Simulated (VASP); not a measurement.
# SnO in VASP: a series of runs, part 2 of 3

VASP 6.6.1. Earlier steps stand in the parts before.

## (3) Electric field gradients, PBEsol (zz strain of -1 %)

Input file INCAR:

```
PREC = Accurate ; ENCUT = 520
EDIFF = 1E-8 ; ISMEAR = -1
SIGMA = 0.01 ; LREAL = F
LASPH = T ; NELM = 80
ALGO = Normal ; ISIF = 2
LWAVE = F ; LCHARG = F
GGA = PS ; LEFG = T
NBANDS = 28
```

Input file KPOINTS:

```
Automatic mesh
0
Gamma
  8 8 6
```

Input file POSCAR:

```
SnO
1.0
    3.8020000000      0.0000000000      0.0000000000
    0.0000000000      3.8020000000      0.0000000000
    0.0000000000      0.0000000000      4.7876400000
Sn O
2 2
Direct
    0.0000000000      0.5000000000      0.2385000000
    0.5000000000      0.0000000000      0.7615000000
    0.0000000000      0.0000000000      0.0000000000
    0.5000000000      0.5000000000      0.0000000000
```

Potentials or basis: VASP PAW PBE potentials, release 64 (Sn_d, O).

The run is started by

```bash
$ cat potpaw_PBE.64/Sn_d/POTCAR potpaw_PBE.64/O/POTCAR > POTCAR
$ mpirun -np 1 vasp_std > vasp.out
```

OUTCAR:

```text
PREC = Accurate
   ENCUT = 520
   EDIFF = 1E-8
   ISMEAR = -1
   LREAL = F
   LASPH = T
   NELM = 80
   ISIF = 2
   GGA = PS

 ion  position               nearest neighbor table
   1  0.000  0.500  0.239-   3 2.22   4 2.22   3 2.22   4 2.22   2 3.53   2 3.53   2 3.53   2 3.53
                             2 3.67   2 3.67   2 3.67   2 3.67
   2  0.500  0.000  0.761-   3 2.22   4 2.22   4 2.22   3 2.22   1 3.53   1 3.53   1 3.53   1 3.53
                             1 3.67   1 3.67   1 3.67   1 3.67
   3  0.000  0.000  0.000-   1 2.22   2 2.22   1 2.22   2 2.22
   4  0.500  0.500  0.000-   1 2.22   2 2.22   2 2.22   1 2.22

  LATTYP: Found a simple tetragonal cell.
 ALAT       =     3.8020000000
 C/A-ratio  =     1.2592425039

  Lattice vectors:

 A1 = (   3.8020000000,   0.0000000000,   0.0000000000)
 A2 = (   0.0000000000,   3.8020000000,   0.0000000000)
 A3 = (   0.0000000000,   0.0000000000,   4.7876400000)

Analysis of symmetry for initial positions (statically):
=====================================================================
 Subroutine PRICEL returns:
 Original cell was already a primitive cell.

 Routine SETGRP: Setting up the symmetry group for a
 simple tetragonal supercell.

 Subroutine GETGRP returns: Found 16 space group operations
 (whereof  8 operations were pure point group operations)
 out of a pool of 16 trial point group operations.

The static configuration has the point symmetry D_2d.
 The point group associated with its full space group is D_4h.

Analysis of symmetry for dynamics (positions and initial velocities):
=====================================================================
 Subroutine PRICEL returns:
 Original cell was already a primitive cell.

 Routine SETGRP: Setting up the symmetry group for a
 simple tetragonal supercell.

 Subroutine GETGRP returns: Found 16 space group operations
 (whereof  8 operations were pure point group operations)
 out of a pool of 16 trial point group operations.

The dynamic configuration has the point symmetry D_2d.
 The point group associated with its full space group is D_4h.

 Subroutine INISYM returns: Found 16 space group operations
 (whereof  8 operations are pure point group operations),
 and found     1 'primitive' translations

----------------------------------------------------------------------------------------

                                     Primitive cell

  volume of cell :      69.2063

  direct lattice vectors                    reciprocal lattice vectors
     3.802000000  0.000000000  0.000000000     0.263019463  0.000000000  0.000000000
     0.000000000  3.802000000  0.000000000     0.000000000  0.263019463  0.000000000
     0.000000000  0.000000000  4.787640000     0.000000000  0.000000000  0.208871177

  length of vectors
     3.802000000  3.802000000  4.787640000     0.263019463  0.263019463  0.208871177

  position of ions in fractional coordinates (direct lattice)
     0.000000000  0.500000000  0.238500000
[... 95 lines left out ...]
   EMIN   =  10.00;   EMAX   =-10.00  energy-range for DOS
   EFERMI =   0.00;   METHOD = LEGACY
   ISMEAR =    -1;   SIGMA  =   0.01  broadening in eV -4-tet -1-fermi 0-gaus
   EFERMI_NEDOS =   21; number of points for ismear=-14 and -15
   IALGO  =     38    algorithm
   IMIX   =      4    mixing-type and parameters
     AMIX     =   0.40;   BMIX     =  1.00
     AMIX_MAG =   1.60;   BMIX_MAG =  1.00
  volume/ion in A,a.u.               =      17.30       116.76
  Fermi-wavevector in a.u.,A,eV,Ry     =   1.363681  2.576984 25.301762  1.859627
  Thomas-Fermi vector in A             =   2.490063
   LORBIT       =      0    0 simple, 1 ext, 2 COOP (PROOUT), +10 PAW based schemes
   GGA     = PS    functional components
   LHFCALC =     F    Hartree Fock is set to
   AEXX    =    0.0000 exact exchange contribution
   IVDW    =     0    specifies the selected vdW correction
   LEPSILON=     F    determine dielectric tensor
   LRPA    =     F    only Hartree local field effects (RPA)
 non-spin polarized calculation
  energy-cutoff  :      520.00
  volume of cell :       69.21
 maximum number of plane-waves:      1892
   NGX = 15   NGY = 15   NGZ = 17

 number of electron      39.9999996 magnetization

 Free energy of the ion-electron system (eV)
  ---------------------------------------------------
  ext. energy  EPLUGINS =         0.00000000
  ---------------------------------------------------
  free energy    TOTEN  =       -24.20865352 eV

  energy without entropy =      -24.20844938  energy(sigma->0) =      -24.20855145

 E-fermi :   7.1725     XC(G=0): -10.5512

 val. band max:        7.1571532805   @ k =   0.1250   0.0000   0.0000
 cond. band min:       7.1750606936   @ k =   0.5000   0.5000   0.0000
 fundamental gap:      0.0179074131
 Fermi energy:         7.1725202576

 k-point     1 :       0.0000    0.0000    0.0000
  band No.  band energies     occupation
      1     -14.7883      2.00000
      2     -14.3206      2.00000
      3     -14.3206      2.00000
      4     -14.3107      2.00000
      5     -14.2654      2.00000
      6     -14.2640      2.00000
[... 733 lines left out ...]
     27      15.7106      0.00000
     28      15.7106      0.00000

 [... further k-points ...]

------------------------ aborting loop because EDIFF is reached ----------------------------------------

  FORCE on cell =-STRESS in cart. coord.  units (eV):
  Direction    XX          YY          ZZ          XY          YZ          ZX
  --------------------------------------------------------------------------------------
  -------------------------------------------------------------------------------------
  Total        0.4284455      0.4284455      0.4618685      0.0000000      0.0000000      0.0000000
  in kB        9.9188297      9.9188297     10.6925972      0.0000000      0.0000000      0.0000000
  external PRESSURE =      10.1767522 kB  Pullay stress =       0.0000000 kB

 VOLUME and BASIS-vectors are now :
 -----------------------------------------------------------------------------
  energy-cutoff  :      520.00
  volume of cell :       69.21
      direct lattice vectors                 reciprocal lattice vectors
     3.802000000  0.000000000  0.000000000     0.263019463  0.000000000  0.000000000
     0.000000000  3.802000000  0.000000000     0.000000000  0.263019463  0.000000000
     0.000000000  0.000000000  4.787640000     0.000000000  0.000000000  0.208871177

 POSITION                                       TOTAL-FORCE (eV/Angst)
 -----------------------------------------------------------------------------------
      0.00000      1.90100      1.14185        -0.000000     -0.000000      0.334205
      1.90100      0.00000      3.64579         0.000000     -0.000000     -0.334205
      0.00000      0.00000      0.00000        -0.000000      0.000000      0.000000
      1.90100      1.90100      0.00000        -0.000000     -0.000000      0.000000
 -----------------------------------------------------------------------------------
    total drift:                                0.000000      0.000000      0.000000

  FREE ENERGIE OF THE ION-ELECTRON SYSTEM (eV)
  ---------------------------------------------------
  free  energy   TOTEN  =       -24.2086535234 eV

  energy  without entropy=      -24.2084493795  energy(sigma->0) =      -24.20855145

 Electric field gradients (V/A^2)
---------------------------------------------------------------------
 ion       V_xx      V_yy      V_zz      V_xy      V_xz      V_yz
---------------------------------------------------------------------
   1      80.109    80.109  -160.218    -0.000    -0.000    -0.000
   2      80.109    80.109  -160.218    -0.000     0.000    -0.000
   3       0.252     0.252    -0.503    -0.000    -0.000     0.000
   4       0.252     0.252    -0.503     0.000    -0.000     0.000
---------------------------------------------------------------------

 Electric field gradients after diagonalization (V/A^2)
 (convention: |V_zz| > |V_xx| > |V_yy|)
----------------------------------------------------------------------
 ion       V_xx      V_yy      V_zz     asymmetry (V_yy - V_xx)/ V_zz
----------------------------------------------------------------------
   1      80.109    80.109  -160.218       0.000
   2      80.109    80.109  -160.218       0.000
   3       0.252     0.252    -0.503       0.000
   4       0.252     0.252    -0.503       0.000
----------------------------------------------------------------------

           NMR quadrupolar parameters

 Cq : quadrupolar parameter    Cq=e*Q*V_zz/h
 eta: asymmetry parameters     (V_yy - V_xx)/ V_zz
 Q  : nuclear electric quadrupole moment in mb (millibarn)
----------------------------------------------------------------------
 ion       Cq(MHz)       eta       Q (mb)
----------------------------------------------------------------------
   1      -0.387       0.000       1.000
   2      -0.387       0.000       1.000
   3      -0.001       0.000       1.000
   4      -0.001       0.000       1.000
----------------------------------------------------------------------
```

Run time: 4.2 min. Hardware: 1 thread of AMD EPYC, shared host; peak memory 0.2 GiB.

What came out:

```
Free energy                             : -24.2087 eV
Pressure                                : 1.0 GPa
Largest force                           : 0.334 eV/Å
Band gap on the k mesh                  : 0.02 eV (least direct gap 1.87 eV)
Largest electric field gradient by atom : Sn -160.2; O -0.5 V/Å²
```

Forces in eV/Å, atoms in the order of the input:
```
Sn   0.000  0.000  0.334
Sn   0.000  0.000 -0.334
O    0.000  0.000  0.000
O    0.000  0.000  0.000
```

Electric field gradients, principal values (V/Å²):
```csv
atom,least,middle,greatest (by size)
1 Sn,80.109,80.109,-160.218
2 Sn,80.109,80.109,-160.218
3 O,0.252,0.252,-0.503
4 O,0.252,0.252,-0.503
```

Caveat: the cell differs from its parent crystal (zz strain of -1 %); semilocal functionals underestimate gaps, and a narrow one can read as zero; without QUAD_EFG the Cq values of the log hold for a quadrupole moment of 1 mb, not for the nuclei; the PAW data sets were made with another functional, which shifts forces and pressure a little; spin-orbit coupling is left out, which moves the levels of the heavy elements. A k mesh can miss the band edges.

[end of part 2 of 3]

The gap in the log of VASP goes by the Fermi energy; the results here count the filled bands.